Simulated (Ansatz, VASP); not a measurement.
**NaCl: VASP beside Ansatz**

```
Cl Na
1.0
     3.50219    0.00000    0.00000
     0.00000    3.50219    0.00000
     0.00000    0.00000    3.50219
Cl Na
1 1
Direct
  0.50000 0.50000 0.50000
  0.00000 0.00000 0.00000
```

Alike in both runs: task single point; functional PBE; k mesh 8 × 8 × 8; occupations gaussian, width 0.016 eV; no spin polarisation.

```csv
,VASP,Ansatz
version,VASP 6.6.1,Ansatz 0.2.0
potentials or method,"VASP PAW PBE potentials, release 64 (Cl, Na_pv), cutoff 520 eV","all-electron LAPW, scalar-relativistic"
```

|  | VASP | Ansatz | Ansatz less VASP |
| --- | --- | --- | --- |
| gap on the k mesh at the Fermi level (eV) | 3.98 | 3.98 | 0.000 |
| least direct gap on the mesh (eV) | 4.47 | 4.47 | 0.000 |
| pressure (GPa) | 0.1 | 0.1 | +0.06 |

Ansatz ran all-electron here, and VASP with PAW potentials.
